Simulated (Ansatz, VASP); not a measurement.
**SiNi in VASP and in Ansatz**

Contents of INCAR:

```
PREC = Accurate
ENCUT = 520
EDIFF = 1E-7
ISMEAR = 0
SIGMA = 0.1
LREAL = False
LASPH = True
NELM = 60
ALGO = Normal
ISIF = 2
LWAVE = False
LCHARG = False
GGA = PS
NBANDS = 38
```

The input KPOINTS:

```
Automatic mesh
0
Gamma
  8 8 8
```

POSCAR

```
SiNi
1.0
    4.4679985817      0.0000000000      0.0000000000
    0.0000000000      4.4679985817      0.0000000000
    0.0000000000      0.0000000000      4.4679985817
Si Ni
4 4
Direct
    0.6535260049      0.1535260049      0.3464739951
    0.1535260049      0.3464739951      0.6535260049
    0.3464739951      0.6535260049      0.1535260049
    0.8464739951      0.8464739951      0.8464739951
    0.3509594440      0.8509594440      0.6490405560
    0.8509594440      0.6490405560      0.3509594440
    0.6490405560      0.3509594440      0.8509594440
    0.1490405560      0.1490405560      0.1490405560
```

Input for Ansatz:

```yaml
crystal:
  lattice:
    - [4.4679985817, 0.0, 0.0]
    - [0.0, 4.4679985817, 0.0]
    - [0.0, 0.0, 4.4679985817]
  atoms:
    - { symbol: Si, position: [0.6535260049, 0.1535260049, 0.3464739951] }
    - { symbol: Si, position: [0.1535260049, 0.3464739951, 0.6535260049] }
    - { symbol: Si, position: [0.3464739951, 0.6535260049, 0.1535260049] }
    - { symbol: Si, position: [0.8464739951, 0.8464739951, 0.8464739951] }
    - { symbol: Ni, position: [0.350959444, 0.850959444, 0.649040556] }
    - { symbol: Ni, position: [0.850959444, 0.649040556, 0.350959444] }
    - { symbol: Ni, position: [0.649040556, 0.350959444, 0.850959444] }
    - { symbol: Ni, position: [0.149040556, 0.149040556, 0.149040556] }
basis:
  ecutwfc: 420
kpoints:
  mp_grid: { grid: [8, 8, 8] }
  band_path:
    path:
      - [[0.0, 0.0, 0.0], [0.0, 0.5, 0.0], [0.5, 0.5, 0.0], [0.0, 0.0, 0.0], [0.5, 0.5, 0.5], [0.0, 0.5, 0.0]]
      - [[0.5, 0.5, 0.5], [0.5, 0.5, 0.0], [0.5, 0.0, 0.0]]
    npoints: 14
hamiltonian:
  xc: pbesol
scf:
  occupations: { method: gaussian, width: 0.1 }
  n_extra_bands: 20
output:
  forces: true
  stress: true
  eigenvalues: true
  populations: true
  dos: { projected: true, de: 0.02, nscf_kmesh: { grid: [12, 12, 12] } }
  bader: true
  write_density: true
  write_potential: true
  elf: true
  volumetric_format: npy
```

Alike in both runs: task single point; functional PBEsol; k mesh 8 × 8 × 8; occupations gaussian, width 0.1 eV; no spin polarisation.

|  | VASP | Ansatz |
| --- | --- | --- |
| version | VASP 6.6.1 | Ansatz 0.2.0 |
| potentials or method | VASP PAW PBE potentials, release 64 (Si, Ni), cutoff 520 eV | scalar-relativistic, plane waves, PAW |
| valence electrons in the cell | 56 | 88 |

```csv
,VASP,Ansatz,Ansatz less VASP
gap on the k mesh at the Fermi level (eV),none,none,-
pressure (GPa),0.2,0.0,-0.23
```

VASP's potentials were made for PBE, not for PBEsol. A gap of «none» marks a metal or a gap that the smearing closes. VASP's potentials hold 56 valence electrons a cell and Ansatz's 88, so a difference there can come from the potentials and not from the codes.
